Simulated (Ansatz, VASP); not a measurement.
Two plane-wave programs on PbS

File INCAR:

```
PREC = Accurate
ENCUT = 600
EDIFF = 1E-7
ISMEAR = 0
SIGMA = 0.01
LREAL = False
LASPH = True
NELM = 80
ALGO = Normal
ISIF = 3
LWAVE = False
LCHARG = False
GGA = PS
IBRION = 2
NSW = 100
EDIFFG = -0.005
```

Contents of KPOINTS:

```
regular mesh
0
Gamma
  10 10 10
```

The input POSCAR:

```
PbS
1.0
    0.0000000000      2.9650006778      2.9650006778
    2.9650006778      0.0000000000      2.9650006778
    2.9650006778      2.9650006778      0.0000000000
Pb S
1 1
Direct
    0.5000000000      0.5000000000      0.5000000000
    0.0000000000      0.0000000000      0.0000000000
```

Input for Ansatz:

```yaml
crystal:
  lattice:
    - [0.0, 2.9650006778, 2.9650006778]
    - [2.9650006778, 0.0, 2.9650006778]
    - [2.9650006778, 2.9650006778, 0.0]
  atoms:
    - { symbol: Pb, position: [0.5, 0.5, 0.5] }
    - { symbol: S, position: [0.0, 0.0, 0.0] }
basis:
  ecutwfc: 420
kpoints:
  mp_grid: { grid: [10, 10, 10] }
hamiltonian:
  xc: pbesol
scf:
  occupations: { method: gaussian, width: 0.01 }
output:
  forces: true
  stress: true
  eigenvalues: true
  write_density: true
  write_potential: true
  elf: true
  volumetric_format: npy
relax:
  adjacent_minimum: "off"
  f_tol: 0.005
  max_steps: 80
  cell: { stress_tol: 0.05 }
```

Alike in both runs: task relaxation of cell and atoms; functional PBEsol; k mesh 10 × 10 × 10; occupations gaussian, width 0.01 eV; no spin polarisation.

```csv
,VASP,Ansatz
version,VASP 6.6.1,Ansatz 0.2.0
potentials or method,"VASP PAW PBE potentials, release 64 (Pb_d, S), cutoff 600 eV","scalar-relativistic, plane waves, PAW"
valence electrons in the cell,20,20
```

|  | VASP | Ansatz | Ansatz less VASP |
| --- | --- | --- | --- |
| gap on the k mesh at the Fermi level, each at its own relaxed structure (eV) | 0.20 | 0.19 | -0.007 |
| relaxed volume (Å³/atom) | 25.72 | 25.72 | -0.002 |
| relaxed cell length with the largest relative difference (Å) | 4.174 | 4.174 | -0.0001 |

VASP's potentials were made for PBE, not for PBEsol.

Neither program's run includes spin-orbit coupling.
